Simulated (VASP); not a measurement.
Write the native input for VASP 6.6.1 that does the following.

```yaml
Task: single point
Functional: LDA
Potentials_or_basis: VASP PAW LDA potentials, release 64 (Mg)
Cutoff: 520 eV
k_mesh: 15 × 15 × 8
Occupations: gaussian, width 0.1 eV
Spin: no spin polarisation
Dipole_correction: no
Further_INCAR_settings: ALGO = Normal; EDIFF = 1e-07; NBANDS = 9
```

The structure of Mg lies in POSCAR:

```
Mg
1.0
    3.1465729427      0.0000000000      0.0000000000
   -1.5732864714      2.7250121033      0.0000000000
    0.0000000000      0.0000000000      5.0386890197
Mg
2
Direct
    0.3333333333      0.6666666667      0.2500000000
    0.6666666667      0.3333333333      0.7500000000
```

The input as run:

INCAR

```
SYSTEM = Mg
PREC = Accurate ; ENCUT = 520
EDIFF = 1E-7 ; ISMEAR = 0
SIGMA = 0.1 ; LREAL = .False.
LASPH = .True. ; NELM = 60
ALGO = Normal ; ISIF = 2
LWAVE = .False. ; LCHARG = .False.
GGA = CA ; NBANDS = 9
```

KPOINTS

```
regular mesh
0
Gamma
  15 15 8
  0 0 0
```

Potentials or basis: VASP PAW LDA potentials, release 64 (Mg).

Run with:

```sh
$ cat potpaw_LDA.64/Mg/POTCAR > POTCAR
$ mpirun -np 1 vasp_std > vasp.out
```

Results of the run:

```yaml
Pressure: -0.3 GPa
Band_gap_on_the_k_mesh: zero (band 2 reaches 3.70 eV, above the bottom of band 3 at 1.65 eV)
```

Run time: 31 s on 1 thread of Oxide Virtual Turin-like Processor (shared host), peak memory 0.14 GiB.
